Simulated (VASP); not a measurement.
# VN11 (a cell with a defect) in VASP: single point with PBE

Aim: the single point of VN11 (a cell with a defect) with PBE.

Everything below comes from runs of VASP 6.6.1. Logs are shortened: lines on timing, memory, paths and dates and some standing lists are left out, and cuts for length are marked.

## (1) The cell of the first run

The cell holds a defect, 12 atoms: a = 4.473 Å, b = 4.473 Å, c = 4.909 Å, α = 90.00°, β = 90.00°, γ = 120.00°.

## (2) Single point, PBE, collinear spin, ferromagnetic start

INCAR

```
ALGO = Normal ; EDIFF = 1E-6
ENCUT = 520 ; GGA = PE
ISIF = 2 ; ISMEAR = 0
ISPIN = 2 ; LASPH = True
LCHARG = False ; LMAXMIX = 4
LORBIT = 11 ; LREAL = False
LWAVE = False ; MAGMOM = 2 0 0 0 0 0 0 0 0 0 0 0
NBANDS = 50 ; NELM = 150
PREC = Accurate ; SIGMA = 0.1
```

KPOINTS

```
Automatic mesh
0
Gamma
  7 7 6
  0 0 0.5
```

POSCAR

```
VN11
1.0
    3.8733627648     -2.2362870350      0.0000000000
    0.0000000001      4.4725740699      0.0000000000
    0.0000000000      0.0000000000      4.9085791988
V N
1 11
Direct
    0.3333333333      0.3333333333      0.1250000000
    0.3333333333      0.3333333333      0.6250000000
    0.0000000000      0.6666666667      0.1250000000
    0.0000000000      0.6666666667      0.6250000000
    0.6666666667      1.0000000000      0.1250000000
    0.6666666667      1.0000000000      0.6250000000
   -0.0191609362      0.3333333333      0.3742343383
   -0.0191609362      0.3333333333      0.8757656617
    0.6858276029      0.6858276029      0.3742343383
    0.6858276029      0.6858276029      0.8757656617
    0.3333333333      0.9808390638      0.3742343383
    0.3333333333      0.9808390638      0.8757656617
```

Potentials or basis: VASP PAW PBE potentials, release 64 (V_sv, N).

Launch:

```bash
cat potpaw_PBE.64/V_sv/POTCAR potpaw_PBE.64/N/POTCAR > POTCAR
mpirun -np 1 vasp_std > vasp.out
```

OUTCAR:

```text
EDIFF = 1E-6
   ENCUT = 520
   GGA = PE
   ISIF = 2
   ISMEAR = 0
   ISPIN = 2
   LASPH = True
   LORBIT = 11
   LREAL = False
   NELM = 150
   PREC = Accurate

 ion  position               nearest neighbor table
   1  0.333  0.333  0.125-   7 2.00   8 2.00  11 2.00  12 2.00   9 2.00  10 2.00
   2  0.333  0.333  0.625-
   3  0.000  0.667  0.125-
   4  0.000  0.667  0.625-
   5  0.667  0.000  0.125-
   6  0.667  0.000  0.625-
   7  0.981  0.333  0.374-   1 2.00
   8  0.981  0.333  0.876-   1 2.00
   9  0.686  0.686  0.374-   1 2.00
  10  0.686  0.686  0.876-   1 2.00
  11  0.333  0.981  0.374-   1 2.00
  12  0.333  0.981  0.876-   1 2.00

  LATTYP: Found a hexagonal cell.
 ALAT       =     4.4725740699
 C/A-ratio  =     1.0974841606

  Lattice vectors:

 A1 = (   3.8733627648,  -2.2362870350,   0.0000000000)
 A2 = (   0.0000000001,   4.4725740699,   0.0000000000)
 A3 = (   0.0000000000,   0.0000000000,   4.9085791988)

Analysis of symmetry for initial positions (statically):
=====================================================================
 Subroutine PRICEL returns:
 Original cell was already a primitive cell.

 Routine SETGRP: Setting up the symmetry group for a
 hexagonal supercell.

 Subroutine GETGRP returns: Found 12 space group operations
 (whereof  2 operations were pure point group operations)
 out of a pool of 24 trial point group operations.

The static configuration has the point symmetry C_1h.
 The point group associated with its full space group is D_3h.

Analysis of symmetry for dynamics (positions and initial velocities):
=====================================================================
 Subroutine PRICEL returns:
 Original cell was already a primitive cell.

 Routine SETGRP: Setting up the symmetry group for a
 hexagonal supercell.

 Subroutine GETGRP returns: Found 12 space group operations
 (whereof  2 operations were pure point group operations)
 out of a pool of 24 trial point group operations.

The dynamic configuration has the point symmetry C_1h.
 The point group associated with its full space group is D_3h.

Analysis of structural, dynamic, and magnetic symmetry:
=====================================================================
 Subroutine PRICEL returns:
 Original cell was already a primitive cell.

 Routine SETGRP: Setting up the symmetry group for a
 hexagonal supercell.

 Subroutine GETGRP returns: Found 12 space group operations
 (whereof  2 operations were pure point group operations)
 out of a pool of 24 trial point group operations.

The overall configuration has the point symmetry C_1h.
 The point group associated with its full space group is D_3h.

 Subroutine INISYM returns: Found 12 space group operations
 (whereof  2 operations are pure point group operations),
 and found     1 'primitive' translations

----------------------------------------------------------------------------------------

                                     Primitive cell

  volume of cell :      85.0357

  direct lattice vectors                    reciprocal lattice vectors
     3.873362765 -2.236287035  0.000000000     0.258173598 -0.000000000  0.000000000
     0.000000000  4.472574070  0.000000000     0.129086799  0.223584894  0.000000000
     0.000000000  0.000000000  4.908579199     0.000000000  0.000000000  0.203724939

  length of vectors
     4.472574070  4.472574070  4.908579199     0.258173598  0.258173598  0.203724939

  position of ions in fractional coordinates (direct lattice)
     0.333333333  0.333333333  0.125000000
     0.333333333  0.333333333  0.625000000
     0.000000000  0.666666667  0.125000000
     0.000000000  0.666666667  0.625000000
[... 84 lines left out ...]
 SYSTEM =  unknown system
   PREC   = accura    normal or accurate (medium, high low for compatibility)
   ISTART =      0    job   : 0-new  1-cont  2-samecut
   ICHARG =      2    charge: 1-file 2-atom 10-const
   ISPIN  =      2    spin polarized calculation?
   LNONCOLLINEAR =      F non collinear calculations
   LSORBIT =      F    spin-orbit coupling
   LASPH  =      T    aspherical Exc in radial PAW
   ENCUT  =  520.0 eV  38.22 Ry    6.18 a.u.   8.32  8.32  9.13*2*pi/ulx,y,z
   NELM   =    150;   NELMIN=  2; NELMDL= -5     # of ELM steps
   EDIFF  = 0.1E-05   stopping-criterion for ELM
   LREAL  =      F    real-space projection
   EDIFFG = 0.1E-04   stopping-criterion for IOM
   NSW    =      0    number of steps for IOM
   IBRION =     -1    ionic relax: 0-MD 1-quasi-New 2-CG
   NFREE  =      0    steps in history (QN), initial steepest desc. (CG)
   ISIF   =      2    stress and relaxation
   ISYM   =      2    0-nonsym 1-usesym 2-fastsym
   POTIM  = 0.5000    time-step for ionic-motion
   TEBEG  =    0.0;   TEEND  =   0.0 temperature during run
   PSTRESS=    0.0 pullay stress
   NELECT =      68.0000    total number of electrons
   NUPDOWN=      -1.0000    fix difference up-down
   EMIN   =  10.00;   EMAX   =-10.00  energy-range for DOS
   EFERMI =   0.00;   METHOD = LEGACY
   ISMEAR =     0;   SIGMA  =   0.10  broadening in eV -4-tet -1-fermi 0-gaus
   EFERMI_NEDOS =   21; number of points for ismear=-14 and -15
   IALGO  =     38    algorithm
   IMIX   =      4    mixing-type and parameters
     AMIX     =   0.40;   BMIX     =  1.00
     AMIX_MAG =   1.60;   BMIX_MAG =  1.00
  volume/ion in A,a.u.               =       7.09        47.82
  Fermi-wavevector in a.u.,A,eV,Ry     =   1.519535  2.871504 31.415659  2.308986
  Thomas-Fermi vector in A             =   2.628507
   LORBIT       =     11    0 simple, 1 ext, 2 COOP (PROOUT), +10 PAW based schemes
   GGA     = PE    functional components
   LHFCALC =     F    Hartree Fock is set to
   AEXX    =    0.0000 exact exchange contribution
   IVDW    =     0    specifies the selected vdW correction
   LEPSILON=     F    determine dielectric tensor
   LRPA    =     F    only Hartree local field effects (RPA)
 spin polarized calculation
 Gauss-broadening in eV      SIGMA  =   0.10
  energy-cutoff  :      520.00
  volume of cell :       85.04
 maximum number of plane-waves:      2304
 NGX is ok and might be reduce to    36
   NGX = 17   NGY = 17   NGZ = 19

 number of electron      68.0000001 magnetization       0.0018519

 number of electron      68.0000001 magnetization      -0.0002287

 Free energy of the ion-electron system (eV)
  ---------------------------------------------------
  ext. energy  EPLUGINS =         0.00000000
  ---------------------------------------------------
  free energy    TOTEN  =       -64.87818109 eV

  energy without entropy =      -64.85851490  energy(sigma->0) =      -64.86834799

 E-fermi :   7.8900     XC(G=0): -13.1053

 val. band max:        7.8621951593   @ k =   0.0000   0.0000   0.0833
 cond. band min:       7.9022676848   @ k =   0.2857   0.2857   0.0833
 fundamental gap:      0.0400725255
 Fermi energy:         7.8899670167

 spin component 1

 k-point     1 :       0.0000    0.0000    0.0833
  band No.  band energies     occupation
      1     -57.1145      1.00000
      2     -31.0417      1.00000
      3     -30.9991      1.00000
      4     -30.9991      1.00000
      5     -13.5382      1.00000
      6      -9.5181      1.00000
[... 1165 lines left out ...]
     45      11.1550      0.00000
     46      11.2598      0.00000
 Fermi energy:         7.8899670167

 spin component 2

 k-point     1 :       0.0000    0.0000    0.0833
  band No.  band energies     occupation
      1     -57.1149      1.00000
      2     -31.0421      1.00000
      3     -30.9995      1.00000
      4     -30.9995      1.00000
      5     -13.5382      1.00000
      6      -9.5181      1.00000
[... 1165 lines left out ...]
     45      11.1550      0.00000
     46      11.2598      0.00000
 [bands above 46 left out]

------------------------ aborting loop because EDIFF is reached ----------------------------------------

  FORCE on cell =-STRESS in cart. coord.  units (eV):
  Direction    XX          YY          ZZ          XY          YZ          ZX
  --------------------------------------------------------------------------------------
  -------------------------------------------------------------------------------------
  Total        9.9034152      9.9034152      4.3970433      0.0000000     -0.0000000      0.0000000
  in kB      186.5924442    186.5924442     82.8456684      0.0000000     -0.0000000      0.0000000
  external PRESSURE =     152.0101856 kB  Pullay stress =       0.0000000 kB

 VOLUME and BASIS-vectors are now :
 -----------------------------------------------------------------------------
  energy-cutoff  :      520.00
  volume of cell :       85.04
      direct lattice vectors                 reciprocal lattice vectors
     3.873362765 -2.236287035  0.000000000     0.258173598 -0.000000000  0.000000000
     0.000000000  4.472574070  0.000000000     0.129086799  0.223584894  0.000000000
     0.000000000  0.000000000  4.908579199     0.000000000  0.000000000  0.203724939

 POSITION                                       TOTAL-FORCE (eV/Angst)
 -----------------------------------------------------------------------------------
      1.29112      0.74543      0.61357        -0.000000     -0.000000     -0.000000
      1.29112      0.74543      3.06786        -0.000000      0.000000     -0.000000
      0.00000      2.98172      0.61357        -0.000000      0.000000     -0.000000
      0.00000      2.98172      3.06786        -0.000000     -0.000000     -0.000000
      2.58224     -1.49086      0.61357        -0.000000     -0.000000     -0.000000
      2.58224     -1.49086      3.06786        -0.000000      0.000000     -0.000000
      3.79915     -0.70258      1.83696        -0.017878      0.010322      0.021719
      3.79915     -0.70258      4.29877        -0.017878      0.010322     -0.021719
      2.65646      1.53371      1.83696         0.017878      0.010322      0.021719
      2.65646      1.53371      4.29877         0.017878      0.010322     -0.021719
      1.29112      3.64145      1.83696        -0.000000     -0.020643      0.021719
      1.29112      3.64145      4.29877        -0.000000     -0.020643     -0.021719
 -----------------------------------------------------------------------------------
    total drift:                               -0.000002     -0.000001      0.000000

  FREE ENERGIE OF THE ION-ELECTRON SYSTEM (eV)
  ---------------------------------------------------
  free  energy   TOTEN  =       -64.8781810858 eV

  energy  without entropy=      -64.8585149025  energy(sigma->0) =      -64.86834799

 total charge

# of ion       s       p       d       tot
------------------------------------------
    1        2.292   6.287   3.132  11.711
    2        1.432   1.950   0.000   3.382
    3        1.404   2.001   0.000   3.405
    4        1.397   1.949   0.000   3.346
    5        1.404   2.001   0.000   3.405
    6        1.397   1.949   0.000   3.346
    7        1.361   2.115   0.000   3.476
    8        1.361   2.115   0.000   3.476
    9        1.361   2.115   0.000   3.476
   10        1.361   2.115   0.000   3.476
   11        1.361   2.115   0.000   3.476
   12        1.361   2.115   0.000   3.476
--------------------------------------------------
tot         17.492  28.828   3.132  49.451

 magnetization (x)

# of ion       s       p       d       tot
------------------------------------------
    1       -0.000  -0.000  -0.000  -0.000
    2       -0.000  -0.000   0.000  -0.000
    3        0.000  -0.000   0.000  -0.000
    4        0.000  -0.000   0.000  -0.000
    5        0.000  -0.000   0.000  -0.000
    6        0.000  -0.000   0.000  -0.000
    7        0.000   0.000   0.000   0.000
    8        0.000   0.000   0.000   0.000
    9        0.000   0.000   0.000   0.000
   10        0.000   0.000   0.000   0.000
   11        0.000   0.000   0.000   0.000
   12        0.000   0.000   0.000   0.000
--------------------------------------------------
tot          0.000   0.000  -0.000  -0.000
```

Run time: 6.1 min. Hardware: 1 thread of AMD EPYC 7R43 (Zen 3), shared host; peak memory 0.3 GiB.

What came out:

```
Free energy                                           : -64.8782 eV
Pressure                                              : 15.2 GPa
Largest force                                         : 0.030 eV/Å
Band gap on the k mesh                                : zero (filled and empty bands overlap)
Net moment                                            : 0.00 μB per cell
Valence electrons inside the program's atomic spheres : V 11.71; N 3.38, 3.40, 3.35, 3.48
```

Forces on the atoms (eV/Å):
```
V    0.000  0.000  0.000
N    0.000  0.000  0.000
N    0.000  0.000  0.000
N    0.000  0.000  0.000
N    0.000  0.000  0.000
N    0.000  0.000  0.000
N   -0.018  0.010  0.022
N   -0.018  0.010 -0.022
N    0.018  0.010  0.022
N    0.018  0.010 -0.022
N    0.000 -0.021  0.022
N    0.000 -0.021 -0.022
```
